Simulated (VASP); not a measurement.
Cr, 1 atom in the cell. It takes space group Im-3m (No. 229, cubic). Conventional cell: a = 3.001 Å, b = 3.001 Å, c = 3.001 Å, α = 90.00°, β = 90.00°, γ = 90.00°. Cr (site symmetry m-3m) has 14 Cr at 2.60 to 3.00 Å within 3.4 Å. 

- Program: VASP 6.6.1
- Task: single point
- Functional: r2SCAN
- Potentials or basis: VASP PAW PBE potentials, release 64 (Cr_pv)
- Cutoff: 550 eV
- k mesh: 16 × 16 × 16
- Occupations: fermi-dirac, width 0.1 eV
- Spin: no spin polarisation
- Dipole correction: no
- Further INCAR settings: ALGO = Normal; EDIFF = 1e-06; NBANDS = 12

Potentials or basis: VASP PAW PBE potentials, release 64 (Cr_pv).

Run with:

```console
$ cat potpaw_PBE.64/Cr_pv/POTCAR > POTCAR
$ cp INCAR.step1 INCAR
$ mpirun -np 1 vasp_std > vasp.out
$ cp INCAR.step2 INCAR
$ mpirun -np 1 vasp_std > vasp.out
```

Hardware: 1 thread of Intel Xeon 8259CL, on a shared host.

Problem. How long does it take, and how much memory?

Solution. Run time: 2.8 min on 1 thread of Intel Xeon 8259CL, with other jobs on the host, peak memory 0.15 GiB. Counts: k points 145.
